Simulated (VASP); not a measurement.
# Ge2Sb2Te5 (P-3m1) in VASP: single point with PBE

Aim: the single point of Ge2Sb2Te5 with PBE.

Program: VASP 6.6.1. These are calculated values, not measurements. Logs are shortened: lines on timing, memory, paths and dates and some standing lists are left out, and cuts for length are marked.

## 1. The cell of the first run

The structure is trigonal, space group P-3m1 (No. 164). The conventional cell has a = 4.759 Å, b = 4.759 Å, c = 16.843 Å, α = 90.00°, β = 90.00°, γ = 120.00°. Within 4.0 Å of Ge (site symmetry 3m) lie 6 Te at 3.05 to 3.44 Å. Sb (site symmetry 3m) has 6 Te at 3.19 to 3.33 Å within 4.2 Å. Te (site symmetry -3m) has 6 Sb at 3.33 Å and 6 Te at 4.46 Å within 4.5 Å. Within 4.5 Å of Te (site symmetry 3m) lie 3 Sb at 3.19 Å and 3 Ge at 3.44 Å and 6 Te at 4.36 to 4.46 Å. Te (site symmetry 3m) has 3 Ge at 3.05 Å and 6 Te at 4.10 to 4.36 Å within 4.4 Å.

## 2. Single point, PBE (36.71 Å³/atom)

The input, INCAR:

```
SYSTEM = Ge2Sb2Te5
ALGO     = Normal         ! electronic algorithm
EDIFF    = 1E-7           ! SCF threshold, eV
ENCUT    = 520            ! plane-wave cutoff, eV
GGA      = PE             ! functional
ISIF     = 2              ! what is computed and relaxed
ISMEAR   = 0              ! smearing method
LASPH    = .TRUE.         ! aspherical terms in the spheres
LCHARG   = .TRUE.         ! write CHGCAR
LELF     = .TRUE.         ! ELF
LREAL    = .FALSE.        ! projectors in reciprocal space
LVHAR    = .TRUE.       
LWAVE    = .FALSE.        ! write WAVECAR
NBANDS   = 44             ! bands
NELM     = 80             ! most SCF steps
PREC     = Accurate       ! precision mode
SIGMA    = 0.03           ! smearing width, eV
```

The input, KPOINTS:

```
k-points
0
G
  12 12 2
  0 0 0
```

The input, POSCAR:

```
Ge2Sb2Te5
1.0
    4.7592505256      0.0000000000      0.0000000000
   -2.3796252628      4.1216318581      0.0000000000
    0.0000000000      0.0000000000     16.8429876100
Ge Sb Te
2 2 5
Direct
    0.0000000000      0.0000000000      0.3313200918
    0.0000000000      0.0000000000      0.6686799082
    0.3333333333      0.6666666667      0.1120971408
    0.6666666667      0.3333333333      0.8879028592
    0.0000000000      0.0000000000      0.0000000000
    0.3333333333      0.6666666667      0.7914345914
    0.6666666667      0.3333333333      0.2085654086
    0.3333333333      0.6666666667      0.4096023866
    0.6666666667      0.3333333333      0.5903976134
```

Potentials or basis: VASP PAW PBE potentials, release 64 (Ge_d, Sb, Te).

Command:

```
cat potpaw_PBE.64/Ge_d/POTCAR potpaw_PBE.64/Sb/POTCAR potpaw_PBE.64/Te/POTCAR > POTCAR
mpirun -np 1 vasp_std > vasp.out
```

OUTCAR:

```text
SYSTEM = Ge2Sb2Te5
   EDIFF = 1E-7
   ENCUT = 520
   GGA = PE
   ISIF = 2
   ISMEAR = 0
   LASPH = .TRUE.
   LREAL = .FALSE.
   NELM = 80
   PREC = Accurate

 ion  position               nearest neighbor table
   1  0.000  0.000  0.331-   8 3.05   8 3.05   8 3.05
   2  0.000  0.000  0.669-   9 3.05   9 3.05   9 3.05
   3  0.333  0.667  0.112-   7 3.19   7 3.19   7 3.19   5 3.33   5 3.33   5 3.33
   4  0.667  0.333  0.888-   6 3.19   6 3.19   6 3.19   5 3.33   5 3.33   5 3.33
   5  0.000  0.000  0.000-   3 3.33   4 3.33   3 3.33   4 3.33   4 3.33   3 3.33
   6  0.333  0.667  0.791-   4 3.19   4 3.19   4 3.19
   7  0.667  0.333  0.209-   3 3.19   3 3.19   3 3.19
   8  0.333  0.667  0.410-   1 3.05   1 3.05   1 3.05
   9  0.667  0.333  0.590-   2 3.05   2 3.05   2 3.05

  LATTYP: Found a hexagonal cell.
 ALAT       =     4.7592505256
 C/A-ratio  =     3.5390000000

  Lattice vectors:

 A1 = (   4.7592505256,   0.0000000000,   0.0000000000)
 A2 = (  -2.3796252628,   4.1216318581,   0.0000000000)
 A3 = (   0.0000000000,   0.0000000000,  16.8429876100)

Analysis of symmetry for initial positions (statically):
=====================================================================
 Subroutine PRICEL returns:
 Original cell was already a primitive cell.

 Routine SETGRP: Setting up the symmetry group for a
 hexagonal supercell.

 Subroutine GETGRP returns: Found 12 space group operations
 (whereof 12 operations were pure point group operations)
 out of a pool of 24 trial point group operations.

The static configuration has the point symmetry D_3d.

Analysis of symmetry for dynamics (positions and initial velocities):
=====================================================================
 Subroutine PRICEL returns:
 Original cell was already a primitive cell.

 Routine SETGRP: Setting up the symmetry group for a
 hexagonal supercell.

 Subroutine GETGRP returns: Found 12 space group operations
 (whereof 12 operations were pure point group operations)
 out of a pool of 24 trial point group operations.

The dynamic configuration has the point symmetry D_3d.

 Subroutine INISYM returns: Found 12 space group operations
 (whereof 12 operations are pure point group operations),
[... 106 lines left out ...]
   LSORBIT =      F    spin-orbit coupling
   LASPH  =      T    aspherical Exc in radial PAW
   ENCUT  =  520.0 eV  38.22 Ry    6.18 a.u.   8.85  8.85 31.32*2*pi/ulx,y,z
   NELM   =     80;   NELMIN=  2; NELMDL= -5     # of ELM steps
   EDIFF  = 0.1E-06   stopping-criterion for ELM
   LREAL  =      F    real-space projection
   EDIFFG = 0.1E-05   stopping-criterion for IOM
   NSW    =      0    number of steps for IOM
   IBRION =     -1    ionic relax: 0-MD 1-quasi-New 2-CG
   NFREE  =      0    steps in history (QN), initial steepest desc. (CG)
   ISIF   =      2    stress and relaxation
   ISYM   =      2    0-nonsym 1-usesym 2-fastsym
   POTIM  = 0.5000    time-step for ionic-motion
   TEBEG  =    0.0;   TEEND  =   0.0 temperature during run
   PSTRESS=    0.0 pullay stress
   NELECT =      68.0000    total number of electrons
   NUPDOWN=      -1.0000    fix difference up-down
   EMIN   =  10.00;   EMAX   =-10.00  energy-range for DOS
   EFERMI =   0.00;   METHOD = LEGACY
   ISMEAR =     0;   SIGMA  =   0.03  broadening in eV -4-tet -1-fermi 0-gaus
   EFERMI_NEDOS =   21; number of points for ismear=-14 and -15
   IALGO  =     38    algorithm
   IMIX   =      4    mixing-type and parameters
     AMIX     =   0.40;   BMIX     =  1.00
     AMIX_MAG =   1.60;   BMIX_MAG =  1.00
  volume/ion in A,a.u.               =      36.71       247.73
  Fermi-wavevector in a.u.,A,eV,Ry     =   0.966575  1.826562 12.711474  0.934267
  Thomas-Fermi vector in A             =   2.096388
   LORBIT       =      0    0 simple, 1 ext, 2 COOP (PROOUT), +10 PAW based schemes
   GGA     = PE    functional components
   LHFCALC =     F    Hartree Fock is set to
   AEXX    =    0.0000 exact exchange contribution
   IVDW    =     0    specifies the selected vdW correction
   LEPSILON=     F    determine dielectric tensor
   LRPA    =     F    only Hartree local field effects (RPA)
 non-spin polarized calculation
 Gauss-broadening in eV      SIGMA  =   0.03
  energy-cutoff  :      520.00
  volume of cell :      330.39
 maximum number of plane-waves:      8964
 NGX is ok and might be reduce to    36
   NGX = 17   NGY = 17   NGZ = 63

 number of electron      68.0000057 magnetization

 Free energy of the ion-electron system (eV)
  ---------------------------------------------------
  ext. energy  EPLUGINS =         0.00000000
  ---------------------------------------------------
  free energy    TOTEN  =       -32.40102413 eV

  energy without entropy =      -32.40061569  energy(sigma->0) =      -32.40081991

 E-fermi :   3.9204     XC(G=0):  -8.5846

 val. band max:        3.8835210610   @ k =   0.1667   0.0833   0.5000
 cond. band min:       3.9473807235   @ k =   0.0833   0.0833   0.0000
 fundamental gap:      0.0638596625
 Fermi energy:         3.9203716174

 k-point     1 :       0.0000    0.0000    0.0000
  band No.  band energies     occupation
      1     -20.6972      2.00000
      2     -20.6972      2.00000
      3     -20.6958      2.00000
      4     -20.6958      2.00000
      5     -20.6958      2.00000
      6     -20.6958      2.00000
[... 1117 lines left out ...]
     43       7.0868      0.00000
     44       7.2424      0.00000

 [... further k-points ...]
[... 5 lines left out ...]
  --------------------------------------------------------------------------------------
  -------------------------------------------------------------------------------------
  Total      -13.7420462    -13.7420462     -4.2700831      0.0000000      0.0000000      0.0000000
  in kB      -66.6400162    -66.6400162    -20.7071348      0.0000000      0.0000000      0.0000000
  external PRESSURE =     -51.3290558 kB  Pullay stress =       0.0000000 kB

 VOLUME and BASIS-vectors are now :
 -----------------------------------------------------------------------------
  energy-cutoff  :      520.00
  volume of cell :      330.39
      direct lattice vectors                 reciprocal lattice vectors
     4.759250526  0.000000000  0.000000000     0.210117117  0.121311174  0.000000000
    -2.379625263  4.121631858  0.000000000     0.000000000  0.242622348  0.000000000
     0.000000000  0.000000000 16.842987610     0.000000000  0.000000000  0.059371890

 POSITION                                       TOTAL-FORCE (eV/Angst)
 -----------------------------------------------------------------------------------
      0.00000      0.00000      5.58042         0.000000      0.000000      0.330478
      0.00000      0.00000     11.26257        -0.000000      0.000000     -0.330478
     -0.00000      2.74775      1.88805        -0.000000     -0.000000      0.160566
      2.37963      1.37388     14.95494        -0.000000      0.000000     -0.160566
      0.00000      0.00000      0.00000        -0.000000      0.000000     -0.000000
     -0.00000      2.74775     13.33012         0.000000     -0.000000      0.381976
      2.37963      1.37388      3.51286        -0.000000      0.000000     -0.381976
     -0.00000      2.74775      6.89893        -0.000000      0.000000     -0.265981
      2.37963      1.37388      9.94406         0.000000     -0.000000      0.265981
 -----------------------------------------------------------------------------------
    total drift:                                0.000000     -0.000000      0.000000

  FREE ENERGIE OF THE ION-ELECTRON SYSTEM (eV)
  ---------------------------------------------------
  free  energy   TOTEN  =       -32.4010241283 eV

  energy  without entropy=      -32.4006156908  energy(sigma->0) =      -32.40081991
```

OSZICAR:

```text
N       E                     dE             d eps       ncg     rms          rms(c)
DAV:   1     0.569906969814E+03    0.56991E+03   -0.26958E+04  4072   0.188E+03
DAV:   2     0.583501638292E+02   -0.51156E+03   -0.49152E+03  3592   0.503E+02
DAV:   3    -0.270786296748E+02   -0.85429E+02   -0.82734E+02  4016   0.147E+02
DAV:   4    -0.327189032609E+02   -0.56403E+01   -0.55547E+01  3944   0.434E+01
DAV:   5    -0.329443084691E+02   -0.22541E+00   -0.22475E+00  4872   0.864E+00    0.733E+00
DAV:   6    -0.327057889930E+02    0.23852E+00   -0.61851E+00  4776   0.710E+00    0.724E+00
DAV:   7    -0.323823464427E+02    0.32344E+00   -0.22989E+00  4492   0.398E+00    0.399E+00
DAV:   8    -0.323996920363E+02   -0.17346E-01   -0.25226E-01  4008   0.170E+00    0.104E+00
DAV:   9    -0.324011195516E+02   -0.14275E-02   -0.19880E-02  4536   0.590E-01    0.599E-01
DAV:  10    -0.324008889707E+02    0.23058E-03   -0.34970E-03  4596   0.201E-01    0.298E-01
DAV:  11    -0.324010231422E+02   -0.13417E-03   -0.81477E-04  4152   0.999E-02    0.995E-02
DAV:  12    -0.324010255782E+02   -0.24360E-05   -0.50974E-05  3996   0.396E-02    0.426E-02
DAV:  13    -0.324010233741E+02    0.22042E-05   -0.78068E-06  4160   0.103E-02    0.238E-02
DAV:  14    -0.324010239302E+02   -0.55608E-06   -0.44221E-06  3644   0.742E-03    0.546E-03
DAV:  15    -0.324010240856E+02   -0.15542E-06   -0.69120E-07  3664   0.448E-03    0.223E-03
DAV:  16    -0.324010241283E+02   -0.42744E-07   -0.16167E-07  2700   0.149E-03
   1 F= -.32401024E+02 E0= -.32400820E+02  d E =-.408438E-03
```

It took 10 min on 1 thread of Intel Xeon Platinum 8488C (Sapphire Rapids), shared host; peak memory 0.72 GiB.

What came out:

- Free energy: -32.4010 eV
- Pressure: -5.1 GPa
- Largest force: 0.382 eV/Å
- Band gap on the k mesh: 0.06 eV (least direct gap 0.09 eV)

Forces in eV/Å, atoms in the order of the input:
```
Ge   0.000  0.000  0.330
Ge   0.000  0.000 -0.330
Sb   0.000  0.000  0.161
Sb   0.000  0.000 -0.161
Te   0.000  0.000  0.000
Te   0.000  0.000  0.382
Te   0.000  0.000 -0.382
Te   0.000  0.000 -0.266
Te   0.000  0.000  0.266
```

Levels at points of the mesh, in eV from the valence-band top:
```tsv
k point	band 30	band 31	band 32	band 33	band 34	band 35	band 36	band 37	band 38	band 39
(0.00, 0.00, 0.00)	-1.18	-1.08	-1.08	-0.99	-0.49	0.12	0.12	0.45	0.63	1.14
(0.50, 0.00, 0.00)	-1.60	-1.18	-1.13	-0.60	-0.28	0.65	1.08	1.56	1.56	2.16
(0.00, 0.00, 0.50)	-1.18	-1.10	-1.10	-0.96	-0.54	0.15	0.15	0.51	0.61	1.06
(0.50, 0.00, 0.50)	-1.52	-1.26	-1.03	-0.75	-0.19	0.29	0.97	1.75	1.91	2.37
```

Caveat: the cell stands under tension; spin-orbit coupling is left out, which moves the levels of the heavy elements; this functional lacks dispersion, which binds layers or chains, so the pressure and a relaxed spacing across them are unreliable. A k mesh can miss the band edges.
